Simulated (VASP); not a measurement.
A run of VASP 6.6.1 is set up as follows.

Contents of INCAR:

```
PREC = Accurate
ENCUT = 520
EDIFF = 1E-7
ISMEAR = 0
SIGMA = 0.05
LREAL = F
LASPH = T
NELM = 100
ALGO = Normal
ISIF = 2
LWAVE = F
LCHARG = F
GGA = PS
NBANDS = 16
```

Contents of KPOINTS:

```
regular mesh
0
Gamma
  9 9 6
```

Contents of POSCAR:

```
MgO
1.0
    3.5354804147      0.0000000000      0.0000000000
   -1.7677402074      3.0618158537      0.0000000000
    0.0000000000      0.0000000000      4.0969764116
Mg O
2 2
Direct
    0.6787596180      0.3575192359      0.7500000000
    0.3212403820      0.6424807641      0.2500000000
    0.6577627629      0.3155255259      0.2500000000
    0.3422372371      0.6844744741      0.7500000000
```

Potentials or basis: VASP PAW PBE potentials, release 64 (Mg, O).

Command:

```bash
$ cat potpaw_PBE.64/Mg/POTCAR potpaw_PBE.64/O/POTCAR > POTCAR
$ mpirun -np 1 vasp_std > vasp.out
```

Question: Predict the largest force.

Answer: 0.498 eV/Å.

Question: Predict the band gap on the k mesh.

Answer: 3.28 eV, direct.

Question: Predict the pressure.

Answer: 0.2 GPa.

Forces in eV/Å, atoms in the order of the input:
```
Mg   0.000 -0.498  0.000
Mg   0.000  0.498  0.000
O    0.000  0.322  0.000
O    0.000 -0.322  0.000
```

Caveat: the cell differs from its parent crystal (mode 5 frozen in at +0.073 Å, strain +e along z and -e/2 along x and y -0.0233); the PAW data sets were made with another functional, which shifts forces and pressure a little.
